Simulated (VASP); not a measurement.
A run of VASP 6.6.1:

INCAR

```
PREC = Accurate
ENCUT = 600
EDIFF = 1E-6
ISMEAR = 0
SIGMA = 0.1
LREAL = F
LASPH = T
NELM = 100
ALGO = Normal
ISIF = 3
LWAVE = F
LCHARG = F
IBRION = 2
NSW = 100
EDIFFG = -0.005
```

Contents of KPOINTS:

```
regular mesh
0
Gamma
  14 14 14
```

Contents of POSCAR:

```
ScPt
1.0
    3.2700000000      0.0000000000      0.0000000000
    0.0000000000      3.2700000000      0.0000000000
    0.0000000000      0.0000000000      3.2700000000
Sc Pt
1 1
Direct
    0.5000000000      0.5000000000      0.5000000000
    0.0000000000      0.0000000000      0.0000000000
```

Potentials or basis: VASP PAW LDA potentials, release 64 (Sc_sv, Pt).

Run with:

```sh
$ cat potpaw_LDA.64/Sc_sv/POTCAR potpaw_LDA.64/Pt/POTCAR > POTCAR
$ mpirun -np 1 vasp_std > vasp.out
```

Hardware: 1 thread of Intel(R) Xeon(R) 6975P-C (Granite Rapids), with other jobs on the host.

Question: How long does it take, and how much memory?

Answer: Wall time 58 s on 1 thread of Intel(R) Xeon(R) 6975P-C (Granite Rapids), with other jobs on the host, peak memory 0.22 GiB. Counts: scf iterations 29, k points 120, ion steps 3.
